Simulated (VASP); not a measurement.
**AlAs: single point with PBE-based screened hybrid with 40 % exact exchange**

Crystal: AlAs.

```
Al As
1.0
     0.00000    2.83040    2.83040
     2.83040    0.00000    2.83040
     2.83040    2.83040    0.00000
Al As
1 1
Direct
  0.00000 0.00000 0.00000
  0.25000 0.25000 0.25000
```

- Program: VASP 6.6.1
- Task: single point
- Functional: PBE-based screened hybrid with 40 % exact exchange
- Potentials or basis: VASP PAW PBE potentials, release 64 (Al, As)
- Cutoff: 400 eV
- k mesh: 3 × 3 × 3
- Occupations: gaussian, width 0.01 eV
- Spin: no spin polarisation

```
Pressure               : 0.5 GPa
Band gap on the k mesh : 3.22 eV (least direct gap 3.66 eV)
```

Levels at points of the mesh, in eV from the valence-band top:
| k point | band 1 | band 2 | band 3 | band 4 | band 5 | band 6 | band 7 | band 8 |
| --- | --- | --- | --- | --- | --- | --- | --- | --- |
| (0.00, 0.00, 0.00) | -13.69 | 0.00 | 0.00 | 0.00 | 3.66 | 5.75 | 5.75 | 5.75 |

Wall time 17 s on 1 thread of Intel(R) Xeon(R) 6975P-C (Granite Rapids) (shared host), peak memory 0.25 GiB.

Caveat: the k points lie up to 0.64 Å⁻¹ apart; the PAW data sets were made with another functional, which shifts forces and pressure a little; an odd mesh through Γ misses points on the zone boundary, where band edges can lie.
